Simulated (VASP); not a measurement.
# SnTe (NiAs type) (P6_3/mmc) in VASP: single point with PBE

Aim: the single point of SnTe (NiAs type) with PBE.

All numbers are computed with VASP 6.6.1; they aren't measurements. Logs are shortened: lines on timing, memory, paths and dates and some standing lists are left out, and cuts for length are marked.

## (1) The cell of the first run

It takes space group P6_3/mmc (No. 194, hexagonal). The conventional cell has a = 3.048 Å, b = 3.048 Å, c = 9.335 Å, α = 90.00°, β = 90.00°, γ = 120.00°. Sn (site symmetry -3m) has 6 Te at 2.92 Å and 6 Sn at 3.05 Å within 3.8 Å. Within 3.8 Å of Te (site symmetry -6m2) lie 6 Sn at 2.92 Å and 6 Te at 3.05 Å.

## (2) Single point, PBE

The input, INCAR:

```
PREC = Accurate
ENCUT = 520
EDIFF = 1E-6
ISMEAR = -1
SIGMA = 0.08
LREAL = F
LASPH = T
NELM = 80
ALGO = Normal
ISIF = 2
LWAVE = F
LCHARG = F
GGA = PE
NBANDS = 28
```

The input, KPOINTS:

```
regular mesh
0
Gamma
  10 10 6
```

The input, POSCAR:

```
SnTe
1.0
    3.0481685352      0.0000000000      0.0000000000
   -1.5240842676      2.6397913865      0.0000000000
    0.0000000000      0.0000000000      9.3346503823
Sn Te
2 2
Direct
    0.0000000000      0.0000000000      0.0000000000
    0.0000000000      0.0000000000      0.5000000000
    0.3333333333      0.6666666667      0.2500000000
    0.6666666667      0.3333333333      0.7500000000
```

Potentials or basis: VASP PAW PBE potentials, release 64 (Sn_d, Te).

Run with:

```console
$ cat potpaw_PBE.64/Sn_d/POTCAR potpaw_PBE.64/Te/POTCAR > POTCAR
$ mpirun -np 1 vasp_std > vasp.out
```

OUTCAR:

```text
PREC = Accurate
   ENCUT = 520
   EDIFF = 1E-6
   ISMEAR = -1
   LREAL = F
   LASPH = T
   NELM = 80
   ISIF = 2
   GGA = PE

 ion  position               nearest neighbor table
   1  0.000  0.000  0.000-   3 2.92   4 2.92   4 2.92   3 2.92   4 2.92   3 2.92
   2  0.000  0.000  0.500-   3 2.92   4 2.92   4 2.92   3 2.92   4 2.92   3 2.92
   3  0.333  0.667  0.250-   1 2.92   2 2.92   1 2.92   2 2.92   1 2.92   2 2.92
   4  0.667  0.333  0.750-   1 2.92   2 2.92   1 2.92   2 2.92   1 2.92   2 2.92

  LATTYP: Found a hexagonal cell.
 ALAT       =     3.0481685352
 C/A-ratio  =     3.0623800077

  Lattice vectors:

 A1 = (   3.0481685352,   0.0000000000,   0.0000000000)
 A2 = (  -1.5240842676,   2.6397913865,   0.0000000000)
 A3 = (   0.0000000000,   0.0000000000,   9.3346503823)

Analysis of symmetry for initial positions (statically):
=====================================================================
 Subroutine PRICEL returns:
 Original cell was already a primitive cell.

 Routine SETGRP: Setting up the symmetry group for a
 hexagonal supercell.

 Subroutine GETGRP returns: Found 24 space group operations
 (whereof 12 operations were pure point group operations)
 out of a pool of 24 trial point group operations.

The static configuration has the point symmetry D_3d.
 The point group associated with its full space group is D_6h.

Analysis of symmetry for dynamics (positions and initial velocities):
=====================================================================
 Subroutine PRICEL returns:
 Original cell was already a primitive cell.

 Routine SETGRP: Setting up the symmetry group for a
 hexagonal supercell.

 Subroutine GETGRP returns: Found 24 space group operations
 (whereof 12 operations were pure point group operations)
 out of a pool of 24 trial point group operations.

The dynamic configuration has the point symmetry D_3d.
 The point group associated with its full space group is D_6h.

 Subroutine INISYM returns: Found 24 space group operations
 (whereof 12 operations are pure point group operations),
 and found     1 'primitive' translations

----------------------------------------------------------------------------------------

                                     Primitive cell

  volume of cell :      75.1115

  direct lattice vectors                    reciprocal lattice vectors
[... 83 lines left out ...]
   ISTART =      0    job   : 0-new  1-cont  2-samecut
   ICHARG =      2    charge: 1-file 2-atom 10-const
   ISPIN  =      1    spin polarized calculation?
   LNONCOLLINEAR =      F non collinear calculations
   LSORBIT =      F    spin-orbit coupling
   LASPH  =      T    aspherical Exc in radial PAW
   ENCUT  =  520.0 eV  38.22 Ry    6.18 a.u.   5.67  5.67 17.36*2*pi/ulx,y,z
   NELM   =     80;   NELMIN=  2; NELMDL= -5     # of ELM steps
   EDIFF  = 0.1E-05   stopping-criterion for ELM
   LREAL  =      F    real-space projection
   EDIFFG = 0.1E-04   stopping-criterion for IOM
   NSW    =      0    number of steps for IOM
   IBRION =     -1    ionic relax: 0-MD 1-quasi-New 2-CG
   NFREE  =      0    steps in history (QN), initial steepest desc. (CG)
   ISIF   =      2    stress and relaxation
   ISYM   =      2    0-nonsym 1-usesym 2-fastsym
   POTIM  = 0.5000    time-step for ionic-motion
   TEBEG  =    0.0;   TEEND  =   0.0 temperature during run
   PSTRESS=    0.0 pullay stress
   NELECT =      40.0000    total number of electrons
   NUPDOWN=      -1.0000    fix difference up-down
   EMIN   =  10.00;   EMAX   =-10.00  energy-range for DOS
   EFERMI =   0.00;   METHOD = LEGACY
   ISMEAR =    -1;   SIGMA  =   0.08  broadening in eV -4-tet -1-fermi 0-gaus
   EFERMI_NEDOS =   21; number of points for ismear=-14 and -15
   IALGO  =     38    algorithm
   IMIX   =      4    mixing-type and parameters
     AMIX     =   0.40;   BMIX     =  1.00
     AMIX_MAG =   1.60;   BMIX_MAG =  1.00
  volume/ion in A,a.u.               =      18.78       126.72
  Fermi-wavevector in a.u.,A,eV,Ry     =   1.326964  2.507599 23.957609  1.760835
  Thomas-Fermi vector in A             =   2.456312
   LORBIT       =      0    0 simple, 1 ext, 2 COOP (PROOUT), +10 PAW based schemes
   GGA     = PE    functional components
   LHFCALC =     F    Hartree Fock is set to
   AEXX    =    0.0000 exact exchange contribution
   IVDW    =     0    specifies the selected vdW correction
   LEPSILON=     F    determine dielectric tensor
   LRPA    =     F    only Hartree local field effects (RPA)
 non-spin polarized calculation
  energy-cutoff  :      520.00
  volume of cell :       75.11
 maximum number of plane-waves:      2040
 NGX is ok and might be reduce to    24
   NGX = 11   NGY = 11   NGZ = 35

 number of electron      39.9999995 magnetization

 Free energy of the ion-electron system (eV)
  ---------------------------------------------------
  ext. energy  EPLUGINS =         0.00000000
  ---------------------------------------------------
  free energy    TOTEN  =        -8.79498502 eV

  energy without entropy =       -8.75445555  energy(sigma->0) =       -8.77472029

 E-fermi :  14.1020     XC(G=0): -12.1226

 val. band max:       14.0657241902   @ k =   0.2000   0.1000   0.0000
 cond. band min:      14.1396906090   @ k =   0.2000   0.2000   0.3333
 fundamental gap:      0.0739664188
 Fermi energy:        14.1020012336

 k-point     1 :       0.0000    0.0000    0.0000
  band No.  band energies     occupation
      1      -7.9846      2.00000
      2      -7.9550      2.00000
      3      -7.8781      2.00000
      4      -7.8781      2.00000
      5      -7.8765      2.00000
      6      -7.8765      2.00000
[... 733 lines left out ...]
     27      20.0398      0.00000
     28      20.4896      0.00000

 [... further k-points ...]
[... 5 lines left out ...]
  --------------------------------------------------------------------------------------
  -------------------------------------------------------------------------------------
  Total       25.8130806     25.8130806     25.8437088      0.0000000      0.0000000     -0.0000000
  in kB      550.6096010    550.6096010    551.2629198      0.0000000      0.0000000     -0.0000000
  external PRESSURE =     550.8273739 kB  Pullay stress =       0.0000000 kB

 VOLUME and BASIS-vectors are now :
 -----------------------------------------------------------------------------
  energy-cutoff  :      520.00
  volume of cell :       75.11
      direct lattice vectors                 reciprocal lattice vectors
     3.048168535  0.000000000  0.000000000     0.328065850  0.189408907  0.000000000
    -1.524084268  2.639791386  0.000000000     0.000000000  0.378817813  0.000000000
     0.000000000  0.000000000  9.334650382     0.000000000  0.000000000  0.107127740

 POSITION                                       TOTAL-FORCE (eV/Angst)
 -----------------------------------------------------------------------------------
      0.00000      0.00000      0.00000        -0.000000      0.000000     -0.000000
      0.00000      0.00000      4.66733        -0.000000      0.000000     -0.000000
     -0.00000      1.75986      2.33366         0.000000     -0.000000      0.000000
      1.52408      0.87993      7.00099        -0.000000      0.000000      0.000000
 -----------------------------------------------------------------------------------
    total drift:                               -0.000000      0.000000      0.000000

  FREE ENERGIE OF THE ION-ELECTRON SYSTEM (eV)
  ---------------------------------------------------
  free  energy   TOTEN  =        -8.7949850238 eV

  energy  without entropy=       -8.7544555483  energy(sigma->0) =       -8.77472029
```

OSZICAR:

```text
N       E                     dE             d eps       ncg     rms          rms(c)
DAV:   1     0.365387145334E+03    0.36539E+03   -0.18681E+04  3228   0.202E+03
DAV:   2     0.358839514958E+02   -0.32950E+03   -0.32016E+03  3168   0.500E+02
DAV:   3    -0.698090227925E+01   -0.42865E+02   -0.41755E+02  3768   0.150E+02
DAV:   4    -0.883598587642E+01   -0.18551E+01   -0.18425E+01  3728   0.310E+01
DAV:   5    -0.889807049967E+01   -0.62085E-01   -0.62070E-01  4504   0.598E+00    0.189E+01
DAV:   6    -0.882692959167E+01    0.71141E-01   -0.52177E-02  3808   0.174E+00    0.115E+01
DAV:   7    -0.879559633429E+01    0.31333E-01   -0.39671E-02  4476   0.216E+00    0.427E-01
DAV:   8    -0.879503326588E+01    0.56307E-03   -0.39873E-03  3696   0.587E-01    0.214E-01
DAV:   9    -0.879500230226E+01    0.30964E-04   -0.41655E-04  4360   0.250E-01    0.651E-02
DAV:  10    -0.879498841649E+01    0.13886E-04   -0.21309E-05  3948   0.431E-02    0.170E-02
DAV:  11    -0.879498473913E+01    0.36774E-05   -0.12352E-06  2188   0.163E-02    0.438E-03
DAV:  12    -0.879498502380E+01   -0.28467E-06   -0.33098E-07  1988   0.489E-03
   1 F= -.87949850E+01 E0= -.87747203E+01  d E =-.405295E-01
```

stdout:

```text
POSCAR found type information on POSCAR SnTe
 POSCAR found :  2 types and       4 ions
 scaLAPACK will be used
 LDA part: xc-table for (Slater+PW92), standard interpolation
 POSCAR, INCAR and KPOINTS ok, starting setup
 FFT: planning ... GRIDC
 FFT: planning ... GRID_SOFT
 FFT: planning ... GRID
 WAVECAR not read
 entering main loop
```

Run time: 36 s. Hardware: 1 thread of Intel Xeon 6975P-C (Granite Rapids), shared host; peak memory 0.25 GiB.

What came out:

```
Free energy            : -8.7950 eV
Pressure               : 55.1 GPa
Band gap on the k mesh : zero (bands 20 and 21 overlap by 5.85 eV)
```

Levels at points of the mesh, in eV from the Fermi level:
| k point | band 16 | band 17 | band 18 | band 19 | band 20 | band 21 | band 22 | band 23 | band 24 | band 25 |
| --- | --- | --- | --- | --- | --- | --- | --- | --- | --- | --- |
| (0.00, 0.00, 0.00) | 0.34 | 1.15 | 3.45 | 3.45 | 3.76 | 3.76 | 7.74 | 7.74 | 8.16 | 8.16 |
| (0.50, 0.00, 0.00) | -7.16 | -3.10 | -2.91 | -2.09 | -2.08 | -0.72 | 0.25 | 3.49 | 3.94 | 4.09 |
| (0.00, 0.00, 0.50) | -4.27 | 3.60 | 3.60 | 3.60 | 3.60 | 6.27 | 6.27 | 7.85 | 7.85 | 7.85 |
| (0.50, 0.00, 0.50) | -6.08 | -5.17 | -5.17 | -0.32 | -0.32 | 0.44 | 0.44 | 2.29 | 2.29 | 4.36 |

Caveat: the cell stands under pressure; spin-orbit coupling is left out, which moves the levels of the heavy elements.
